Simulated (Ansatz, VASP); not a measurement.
# NbP: VASP beside Ansatz

```xyz
4
Lattice="-1.6407 1.6407 5.6229 1.6407 -1.6407 5.6229 1.6407 1.6407 -5.6229" Properties=species:S:1:pos:R:3 pbc="T T T"
Nb    1.6407    0.0000    2.8101
Nb    0.0000    0.0000    5.6216
P     0.0000    1.6407    3.7420
P     0.0000    0.0000    0.9306
```

Alike in both runs: task single point; functional r2SCAN; k mesh 11 × 11 × 11; occupations fermi-dirac, width 0.05 eV; no spin polarisation.

```csv
,VASP,Ansatz
version,VASP 6.6.1,Ansatz 0.2.0
potentials or method,"VASP PAW PBE potentials, release 64 (Nb_sv, P)",Ansatz PAW
plane-wave cutoff (eV),520,500
valence electrons in the cell,36,36
```

|  | VASP | Ansatz | Ansatz less VASP |
| --- | --- | --- | --- |
| gap on the k mesh at the Fermi level (eV) | none | none | - |
| pressure (GPa) | 11.2 | 11.7 | +0.49 |
| traceless stress, the component that is largest in VASP (GPa) | -1.08 | -1.13 | -0.049 |
| rms of the force components (eV/Å) | 0.011 | 0.012 | +0.0012 |

VASP's potentials were made for PBE, not for r2SCAN. Atom by atom the forces differ by 0.001 eV/Å (rms over components). A gap of «none» marks a metal or a gap that the smearing closes. The functional is the same, so the differences come from potentials, cutoffs and numerics.
